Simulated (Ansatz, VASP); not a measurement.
**Two plane-wave programs on Cu**

```
CELL_PARAMETERS angstrom
-1.42740 1.42740 1.34108
1.42740 -1.42740 1.34108
1.42740 1.42740 -1.34108
ATOMIC_POSITIONS crystal
Cu 0.00000 0.00000 0.00000
```

Alike in both runs: functional LDA; k mesh 20 × 20 × 20; occupations gaussian, width 0.1 eV; no spin polarisation.

Ansatz relaxed the structure, and its values are those at the end. VASP's run is a single point on that final structure, the one shown.

```csv
,VASP,Ansatz
version,VASP 6.6.1,Ansatz 0.2.0
potentials or method,"VASP PAW LDA potentials, release 64 (Cu), cutoff 520 eV","scalar-relativistic, plane waves, PAW"
valence electrons in the cell,11,19
```

|  | VASP | Ansatz | Ansatz less VASP |
| --- | --- | --- | --- |
| gap on the k mesh at the Fermi level (eV) | none | none | - |
| pressure (GPa) | 0.9 | 0.0 | -0.92 |

Ansatz warns that its potentials were made for another functional, while VASP's fit it. LDA's correlation is that of Perdew and Zunger in VASP and of Perdew and Wang (1992) in Ansatz. A gap of «none» marks a metal or a gap that the smearing closes. VASP's potentials hold 11 valence electrons a cell and Ansatz's 19, so a difference there can come from the potentials and not from the codes.
